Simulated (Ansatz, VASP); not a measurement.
# One calculation of NaCl, two programs

```xyz
2
Lattice="0.0000 2.7941 2.7661 2.7941 0.0000 2.7661 2.7941 2.7941 0.0000" Properties=species:S:1:pos:R:3 pbc="T T T"
Cl    2.7941    2.7941    2.7661
Na    0.0000    0.0000    0.0000
```

Alike in both runs: task single point; functional PBEsol; k mesh 7 × 7 × 7; occupations fermi-dirac, width 0.05 eV; no spin polarisation.

|  | VASP | Ansatz |
| --- | --- | --- |
| version | VASP 6.6.1 | Ansatz 0.2.0 |
| potentials or method | VASP PAW PBE potentials, release 64 (Cl, Na_pv) | Ansatz PAW |
| plane-wave cutoff (eV) | 500 | 420 |
| valence electrons in the cell | 14 | 16 |

|  | VASP | Ansatz | Ansatz less VASP |
| --- | --- | --- | --- |
| gap on the k mesh at the Fermi level (eV) | 5.07 | 5.07 | +0.004 |
| least direct gap on the mesh (eV) | 5.07 | 5.07 | +0.004 |
| pressure (GPa) | 0.5 | 0.5 | 0.00 |
| traceless stress, the component that is largest in VASP (GPa) | 0.33 | 0.33 | -0.006 |

VASP's potentials were made for PBE, not for PBEsol. VASP's potentials hold 14 valence electrons a cell and Ansatz's 16, so a difference there can come from the potentials and not from the codes.

Noted on Ansatz's run: odd divisions of the mesh miss points on the zone boundary, where band edges often lie, so the gap on the mesh can be too wide.
